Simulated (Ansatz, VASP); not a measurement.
# Two plane-wave programs on ZrSe2

```
Zr Se
1.0
     3.78939    0.00000    0.00000
    -1.89469    3.28170    0.00000
     0.00000    0.00000    6.18068
Zr Se
1 2
Direct
  0.00000 0.00000 0.00000
  0.33333 0.66667 0.25375
  0.66667 0.33333 0.74625
```

Alike in both runs: task single point; functional PBE-based screened hybrid; k mesh 6 × 6 × 2; no spin polarisation.

|  | VASP | Ansatz |
| --- | --- | --- |
| version | VASP 6.6.1 | Ansatz 0.2.0 |
| potentials or method | VASP PAW PBE potentials, release 64 (Zr_sv, Se) | plane waves |
| plane-wave cutoff (eV) | 400 | 420 |
| occupations | gaussian, width 0.01 eV | fixed |
| valence electrons in the cell | 24 | 44 |

VASP gave:

| Quantity | Value |
| --- | --- |
| gap on the k mesh at the Fermi level (eV) | 0.73 |
| pressure (GPa) | 0.2 |
| traceless stress, the component that is largest in VASP (GPa) | 0.24 |
| rms of the force components (eV/Å) | 0.076 |

**Question.** Which values does Ansatz return?

**Answer.** gap on the k mesh at the Fermi level (eV): 0.72; pressure (GPa): 0.5; traceless stress, the component that is largest in VASP (GPa): 0.27; rms of the force components (eV/Å): 0.062.

VASP's potentials were made for PBE, not for PBE-based screened hybrid. Atom by atom the forces differ by 0.014 eV/Å (rms over components). VASP's potentials hold 24 valence electrons a cell and Ansatz's 44, so a difference there can come from the potentials and not from the codes. Ansatz's warnings: stress exchange threshold loose, stress scf threshold loose.

The k mesh is coarse, so the values compare programs but aren't converged.
